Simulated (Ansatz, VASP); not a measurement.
Two plane-wave programs on Ca

File INCAR:

```
ALGO     = Normal         # electronic algorithm
EDIFF    = 1E-6           # SCF threshold, eV
EDIFFG   = -0.01          # ionic threshold
ENCUT    = 600            # plane-wave cutoff, eV
GGA      = PE             # functional
IBRION   = 2              # ionic algorithm
ISIF     = 3              # what is computed and relaxed
ISMEAR   = -1             # smearing method
LASPH    = T              # aspherical terms in the spheres
LCHARG   = F              # write CHGCAR
LREAL    = F              # projectors in reciprocal space
LWAVE    = F              # write WAVECAR
NELM     = 60             # most SCF steps
NSW      = 60             # ionic steps
PREC     = Accurate       # precision mode
SIGMA    = 0.05           # smearing width, eV
```

KPOINTS

```
k-points
0
Gamma
  8 8 8
```

The input POSCAR:

```
Ca
1.0
   -2.2400000000      2.2400000000      2.2400000000
    2.2400000000     -2.2400000000      2.2400000000
    2.2400000000      2.2400000000     -2.2400000000
Ca
1
Direct
    0.0000000000      0.0000000000      0.0000000000
```

Contents of input.yaml:

```yaml
crystal:
  lattice:
    - [-2.24, 2.24, 2.24]
    - [2.24, -2.24, 2.24]
    - [2.24, 2.24, -2.24]
  atoms:
    - { symbol: Ca, position: [0.0, 0.0, 0.0] }
hamiltonian:
  xc: pbe
  pseudopotentials: { kind: paw }
kpoints:
  mp_grid: { grid: [8, 8, 8] }
scf:
  occupations: { method: fermi_dirac, width: 0.05 }
output:
  forces: true
  stress: true
  eigenvalues: true
relax:
  f_tol: 0.01
  max_steps: 40
  cell: { stress_tol: 0.05 }
```

Alike in both runs: task relaxation of cell and atoms; functional PBE; k mesh 8 × 8 × 8; occupations fermi-dirac, width 0.05 eV; no spin polarisation.

|  | VASP | Ansatz |
| --- | --- | --- |
| version | VASP 6.6.1 | Ansatz 0.2.0 |
| potentials or method | VASP PAW PBE potentials, release 64 (Ca_sv) | Ansatz PAW |
| plane-wave cutoff (eV) | 600 | 420 |
| valence electrons in the cell | 10 | 10 |

```tsv
	VASP	Ansatz	Ansatz less VASP
gap on the k mesh at the Fermi level, each at its own relaxed structure (eV)	none	none	-
relaxed volume (Å³/atom)	42.19	42.06	-0.123
relaxed length of the cell vector where the two differ most in proportion (Å)	3.798	3.795	-0.0037
```

A gap of «none» marks a metal or a gap that the smearing closes.

Noted on Ansatz's run: the plane-wave basis is chosen anew once the cell has moved, so the energies of steps on either side of that aren't comparable.
